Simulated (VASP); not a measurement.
# Ga2SeS2 (P4/mmm) in VASP: notebook, part 2 of 2

VASP 6.6.1. The steps go on from the part before.

### 5 Single point, PBE

The input, INCAR:

```
PREC     = Accurate       # precision mode
ENCUT    = 520            # plane-wave cutoff, eV
EDIFF    = 1E-7           # SCF threshold, eV
ISMEAR   = 0              # smearing method
SIGMA    = 0.1            # smearing width, eV
LREAL    = F              # projectors in reciprocal space
LASPH    = T              # aspherical terms in the spheres
NELM     = 100            # most SCF steps
ALGO     = Normal         # electronic algorithm
ISIF     = 2              # what is computed and relaxed
LWAVE    = F              # write WAVECAR
LCHARG   = F              # write CHGCAR
GGA      = PE             # functional
NBANDS   = 30             # bands
```

The input, KPOINTS:

```
Automatic mesh
0
Gamma
  8 8 8
```

The input, POSCAR:

```
Ga2SeS2
1.0
    4.9989347996      0.0000000000      0.0000000000
    0.0000000000      4.9989347996      0.0000000000
    0.0000000000      0.0000000000      5.4736212097
Ga Se S
2 1 2
Direct
    0.0000000000      0.0000000000      0.7467029844
    0.0000000000      0.0000000000      0.2532970156
    0.5000000000      0.5000000000      0.5000000000
    0.0000000000      0.5000000000      0.5000000000
    0.5000000000      0.0000000000      0.5000000000
```

Potentials or basis: VASP PAW PBE potentials, release 64 (Ga_d, Se, S).

Run with:

```console
> cat potpaw_PBE.64/Ga_d/POTCAR potpaw_PBE.64/Se/POTCAR potpaw_PBE.64/S/POTCAR > POTCAR
> mpirun -np 1 vasp_std > vasp.out
```

OUTCAR:

```text
PREC = Accurate
   ENCUT = 520
   EDIFF = 1E-7
   ISMEAR = 0
   LREAL = F
   LASPH = T
   NELM = 100
   ISIF = 2
   GGA = PE

 ion  position               nearest neighbor table
   1  0.000  0.000  0.747-   2 2.70   2 2.77   4 2.84   5 2.84   4 2.84   5 2.84
   2  0.000  0.000  0.253-   1 2.70   1 2.77   5 2.84   4 2.84   4 2.84   5 2.84
   3  0.500  0.500  0.500-   4 2.50   5 2.50   5 2.50   4 2.50
   4  0.000  0.500  0.500-   3 2.50   3 2.50   1 2.84   1 2.84   2 2.84   2 2.84
[... 999 lines left out ...]
  -------------------------------------------------------------------------------------
  Total        0.0093776      0.0093776      0.0534522      0.0000000     -0.0000000      0.0000000
  in kB        0.1098436      0.1098436      0.6261039      0.0000000     -0.0000000      0.0000000
  external PRESSURE =       0.2819304 kB  Pullay stress =       0.0000000 kB

 VOLUME and BASIS-vectors are now :
 -----------------------------------------------------------------------------
  energy-cutoff  :      520.00
  volume of cell :      136.78
      direct lattice vectors                 reciprocal lattice vectors
     4.998934800  0.000000000  0.000000000     0.200042617  0.000000000  0.000000000
     0.000000000  4.998934800  0.000000000     0.000000000  0.200042617  0.000000000
     0.000000000  0.000000000  5.473621210     0.000000000  0.000000000  0.182694410

 POSITION                                       TOTAL-FORCE (eV/Angst)
 -----------------------------------------------------------------------------------
      0.00000      0.00000      4.08717         0.000000      0.000000      0.004560
      0.00000      0.00000      1.38645         0.000000      0.000000     -0.004560
      2.49947      2.49947      2.73681         0.000000      0.000000      0.000000
      0.00000      2.49947      2.73681         0.000000      0.000000      0.000000
      2.49947      0.00000      2.73681         0.000000      0.000000      0.000000
 -----------------------------------------------------------------------------------
    total drift:                               -0.000000      0.000000     -0.000000

  FREE ENERGIE OF THE ION-ELECTRON SYSTEM (eV)
  ---------------------------------------------------
  free  energy   TOTEN  =       -17.2114574235 eV

  energy  without entropy=      -17.2002726883  energy(sigma->0) =      -17.20586506
```

OSZICAR:

```text
N       E                     dE             d eps       ncg     rms          rms(c)
DAV:   1     0.364515777828E+03    0.36452E+03   -0.20000E+04  4696   0.182E+03
DAV:   2     0.355565985477E+02   -0.32896E+03   -0.31462E+03  5024   0.480E+02
DAV:   3    -0.148312180446E+02   -0.50388E+02   -0.48578E+02  5634   0.137E+02
DAV:   4    -0.175041050831E+02   -0.26729E+01   -0.26345E+01  5654   0.331E+01
DAV:   5    -0.175864383861E+02   -0.82333E-01   -0.82173E-01  5566   0.533E+00    0.106E+01
DAV:   6    -0.172124165052E+02    0.37402E+00   -0.80728E-01  6650   0.891E+00    0.672E+00
DAV:   7    -0.172070939144E+02    0.53226E-02   -0.25403E-01  5536   0.250E+00    0.174E+00
DAV:   8    -0.172090981439E+02   -0.20042E-02   -0.33587E-02  5480   0.165E+00    0.385E-01
DAV:   9    -0.172107453710E+02   -0.16472E-02   -0.55003E-03  5538   0.628E-01    0.267E-01
DAV:  10    -0.172110746479E+02   -0.32928E-03   -0.76257E-04  5680   0.170E-01    0.666E-02
DAV:  11    -0.172114456355E+02   -0.37099E-03   -0.54680E-04  5050   0.123E-01    0.297E-02
DAV:  12    -0.172114487080E+02   -0.30725E-05   -0.52205E-05  5596   0.414E-02    0.225E-02
DAV:  13    -0.172114554238E+02   -0.67159E-05   -0.16358E-05  5218   0.199E-02    0.583E-03
DAV:  14    -0.172114573128E+02   -0.18890E-05   -0.40554E-06  5518   0.130E-02    0.341E-03
DAV:  15    -0.172114575213E+02   -0.20850E-06   -0.36967E-07  5074   0.377E-03    0.412E-03
DAV:  16    -0.172114574235E+02    0.97787E-07   -0.16505E-07  4300   0.242E-03
   1 F= -.17211457E+02 E0= -.17205865E+02  d E =-.111847E-01
```

Wall time 1.9 min (1 thread of Intel Xeon 6975P-C (Granite Rapids), shared host); peak memory 0.43 GiB.

Results:

```
Free energy            : -17.2115 eV
Pressure               : 0.0 GPa
Largest force          : 0.005 eV/Å
Band gap on the k mesh : zero (bands 22 and 23 overlap by 1.43 eV)
```

Forces on the atoms (eV/Å):
```
Ga   0.000  0.000  0.005
Ga   0.000  0.000 -0.005
Se   0.000  0.000  0.000
S    0.000  0.000  0.000
S    0.000  0.000  0.000
```

Levels at points of the mesh, in eV from the Fermi level:
```
           k point  band 20  band 21  band 22  band 23  band 24  band 25
(0.00, 0.00, 0.00)    -1.94    -1.05    -1.04     1.53     3.03     3.03
(0.50, 0.00, 0.00)    -1.72    -1.17    -0.54    -0.17     1.31     2.01
(0.50, 0.50, 0.00)    -2.05    -1.41    -1.11    -1.11    -0.79     1.25
(0.00, 0.00, 0.50)    -2.68    -2.07     0.33     1.51     1.51     3.65
(0.50, 0.00, 0.50)    -1.67    -1.66    -0.69     0.98     1.87     3.39
(0.50, 0.50, 0.50)    -1.41    -1.10    -1.10    -0.79     0.91     2.96
```

### 6 Single point, PBE

The input, INCAR:

```
SYSTEM = Ga2SeS2
PREC = Accurate
ENCUT = 520
EDIFF = 1E-7
ISMEAR = 0
SIGMA = 0.1
LREAL = .FALSE.
LASPH = .TRUE.
NELM = 100
ALGO = Normal
ISIF = 2
LWAVE = .FALSE.
LCHARG = .FALSE.
GGA = PE
NBANDS = 30
```

The input, KPOINTS:

```
regular mesh
0
G
  8 8 8
  0 0 0
```

POSCAR is that of step 5.

Potentials or basis: VASP PAW PBE potentials, release 64 (Ga_d, Se, S).

Run with:

```console
> cat potpaw_PBE.64/Ga_d/POTCAR potpaw_PBE.64/Se/POTCAR potpaw_PBE.64/S/POTCAR > POTCAR
> mpirun -np 1 vasp_std > vasp.out
```

Wall time 1.8 min (1 thread of Intel Xeon 6975P-C (Granite Rapids), shared host); peak memory 0.43 GiB.

It converged, with:

| Item | Value |
| --- | --- |
| Free energy | -17.2115 eV |
| Pressure | 0.0 GPa |
| Largest force | 0.005 eV/Å |
| Band gap on the k mesh | zero (bands 22 and 23 overlap by 1.43 eV) |

Forces in eV/Å, atoms in the order of the input:
```
Ga   0.000  0.000  0.005
Ga   0.000  0.000 -0.005
Se   0.000  0.000  0.000
S    0.000  0.000  0.000
S    0.000  0.000  0.000
```

Levels at points of the mesh, in eV from the Fermi level:
| k point | band 20 | band 21 | band 22 | band 23 | band 24 | band 25 |
| --- | --- | --- | --- | --- | --- | --- |
| (0.00, 0.00, 0.00) | -1.94 | -1.05 | -1.04 | 1.53 | 3.03 | 3.03 |
| (0.50, 0.00, 0.00) | -1.72 | -1.17 | -0.54 | -0.17 | 1.31 | 2.01 |
| (0.50, 0.50, 0.00) | -2.05 | -1.41 | -1.11 | -1.11 | -0.79 | 1.25 |
| (0.00, 0.00, 0.50) | -2.68 | -2.07 | 0.33 | 1.51 | 1.51 | 3.65 |
| (0.50, 0.00, 0.50) | -1.67 | -1.66 | -0.69 | 0.98 | 1.87 | 3.39 |
| (0.50, 0.50, 0.50) | -1.41 | -1.10 | -1.10 | -0.79 | 0.91 | 2.96 |

### 7 Relaxation of cell and atoms, PBE

This run uses another cell than the first one, of 26.41 Å³/atom.

The input, INCAR:

```
SYSTEM = Ga2SeS2
PREC = Accurate ; ENCUT = 600
EDIFF = 1E-7 ; ISMEAR = 0
SIGMA = 0.1 ; LREAL = .False.
LASPH = .True. ; NELM = 100
ALGO = Normal ; ISIF = 3
LWAVE = .False. ; LCHARG = .False.
GGA = PE ; IBRION = 2
NSW = 90 ; EDIFFG = -0.04
```

The input, KPOINTS:

```
Automatic mesh
0
Gamma
  4 4 4
  0 0 0
```

The input, POSCAR:

```
Ga2SeS2
1.0
    5.0486722200      0.0000000000      0.0000000000
    0.0000000000      5.0486722200      0.0000000000
    0.0000000000      0.0000000000      5.1806098500
Ga Se S
2 1 2
Direct
    0.0000000000      0.0000000000      0.7641094100
    0.0000000000      0.0000000000      0.2358905900
    0.5000000000      0.5000000000      0.5000000000
    0.0000000000      0.5000000000      0.5000000000
    0.5000000000      0.0000000000      0.5000000000
```

Run with:

```console
> cat potpaw_PBE.64/Ga_d/POTCAR potpaw_PBE.64/Se/POTCAR potpaw_PBE.64/S/POTCAR > POTCAR
> mpirun -np 1 vasp_std > vasp.out
```

Wall time 2.2 min (1 thread of Intel Xeon 6975P-C (Granite Rapids), shared host); peak memory 0.3 GiB.

Results (log left out):

- Free energy: -17.4177 eV
- Relaxed volume: 25.73 Å³/atom
- Relaxed cell: a = 5.048 Å, b = 5.048 Å, c = 5.048 Å, α = 90.00°, β = 90.00°, γ = 90.00°
- Space group after relaxing (to 0.1 Å): P4/mmm (No. 123)
- Energy gained by relaxing: 43.7 meV/atom
- Ionic steps: 7
- Pressure after relaxing: 0.0 GPa
- Largest force after relaxing: 0.011 eV/Å
- Band gap on the k mesh: zero (bands 22 and 23 overlap by 1.33 eV)

Forces in eV/Å, atoms in the order of the input:
```
Ga   0.000  0.000  0.011
Ga   0.000  0.000 -0.011
Se   0.000  0.000  0.000
S    0.000  0.000  0.000
S    0.000  0.000  0.000
```

Stress tensor (GPa, compression positive):
```
-0.09  0.00  0.00
 0.00 -0.09  0.00
 0.00  0.00  0.04
```

The path:
| step | energy change (eV) | largest force (eV/Å) | pressure (GPa) | volume (Å³) |
| --- | --- | --- | --- | --- |
| 1 | 0.0000 | 1.9262 | -0.60 | 132.05 |
| 2 | -0.1959 | 0.2215 | 0.16 | 130.16 |
| 3 | -0.1973 | 0.0619 | 0.28 | 129.98 |
| 4 | -0.2116 | 0.1220 | -0.33 | 130.71 |
| 5 | -0.2119 | 0.1524 | -0.41 | 130.81 |
| 6 | -0.2170 | 0.0795 | -0.22 | 129.62 |
| 7 | -0.2184 | 0.0111 | -0.05 | 128.63 |

Final structure:
```yaml
crystal:
  lattice:
    - [5.04805, 0.00000, 0.00000]
    - [0.00000, 5.04805, 0.00000]
    - [0.00000, 0.00000, 5.04782]
  atoms:
    - { symbol: Ga, position: [0.00000, 0.00000, 0.74438] }
    - { symbol: Ga, position: [0.00000, 0.00000, 0.25562] }
    - { symbol: Se, position: [0.50000, 0.50000, 0.50000] }
    - { symbol: S, position: [0.00000, 0.50000, 0.50000] }
    - { symbol: S, position: [0.50000, 0.00000, 0.50000] }
```

Levels at points of the mesh, in eV from the Fermi level:
| k point | band 20 | band 21 | band 22 | band 23 | band 24 | band 25 |
| --- | --- | --- | --- | --- | --- | --- |
| (0.00, 0.00, 0.00) | -1.81 | -1.38 | -0.54 | 1.97 | 3.50 | 3.50 |
| (0.50, 0.00, 0.00) | -1.64 | -1.08 | -0.31 | 0.36 | 1.34 | 1.73 |
| (0.50, 0.50, 0.00) | -1.64 | -1.51 | -0.87 | -0.87 | -0.75 | 1.09 |
| (0.00, 0.00, 0.50) | -2.61 | -2.05 | 0.46 | 1.41 | 1.41 | 4.61 |
| (0.50, 0.00, 0.50) | -1.56 | -1.47 | -0.60 | 1.15 | 1.74 | 3.69 |
| (0.50, 0.50, 0.50) | -1.50 | -0.85 | -0.85 | -0.73 | 1.19 | 2.92 |

### 8 Summary

| task | cell | k mesh | cutoff (eV) | gap on the mesh (eV) | pressure (GPa) | largest force (eV/Å) |
| --- | --- | --- | --- | --- | --- | --- |
| relaxation of cell and atoms | relaxed from a = 4.999, b = 4.999, c = 5.474 Å, 5 atoms, atomic positions A | 8 × 8 × 8 | 500 | none | 0.0 | 0.01 |
| single point | a = 5.045, b = 5.045, c = 5.053 Å, 5 atoms, atomic positions B | 4 × 4 × 4 | 520 | none | 0.0 | - |
| single point | a = 5.049, b = 5.049, c = 5.181 Å, 5 atoms, atomic positions C | 4 × 4 × 4 | 520 | none | -0.6 | 1.93 |
| single point | a = 4.999, b = 4.999, c = 5.474 Å, 5 atoms, atomic positions A | 8 × 8 × 8 | 520 | none | 0.0 | - |
| relaxation of cell and atoms | relaxed from a = 5.049, b = 5.049, c = 5.181 Å, 5 atoms, atomic positions C | 4 × 4 × 4 | 600 | none | 0.0 | 0.01 |

Alike in all rows: level PBE; potentials or basis VASP PAW PBE potentials, release 64 (Ga_d, Se, S); no spin polarisation; smearing gaussian 0.1 eV.

Caveats: the relaxation stopped at its first step, so nothing moved (at least some runs); forces of over 1 eV/Å act on the atoms, so gaps and moduli don't describe the material at rest (at least some runs).

Total energies depend on the potentials used, so only differences within one code and one set of settings carry meaning.
